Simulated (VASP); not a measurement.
Runs of VASP 6.6.1 on ZnS. It takes space group F-43m (No. 216, cubic). Conventional cell: a = 5.409 Å, b = 5.409 Å, c = 5.409 Å, α = 90.00°, β = 90.00°, γ = 90.00°. Zn (site symmetry -43m) has 4 S at 2.34 Å within 3.1 Å. Within 3.1 Å of S (site symmetry -43m) lie 4 Zn at 2.34 Å. 

```tsv
level	share of exact exchange	screening parameter	gap on the mesh (eV)	pressure (GPa)
PBE-based global hybrid with 10 % exact exchange	0.1	-	2.87	1.3
PBE-based screened hybrid with 25 % exact exchange	0.25	0.4 1/Å	2.93	1.3
PBE-based global hybrid with 35 % exact exchange	0.35	-	(a)	(c)
PBE-based global hybrid with 20 % exact exchange	0.2	-	(b)	0.9
r2SCAN50	0.5	-	6.15	-0.8
```

Alike in all rows: task single point; potentials or basis VASP PAW PBE potentials, release 64 (Zn, S); no spin polarisation; cell as given; k mesh 4 × 4 × 4; cutoff (eV) 520; smearing gaussian 0.05 eV.

Estimate the missing entries.

(a) 4.87; (b) 3.66; (c) 0.2.

Caveats: all runs use coarse meshes; the PAW data sets were made with another functional, which shifts forces and pressure a little.

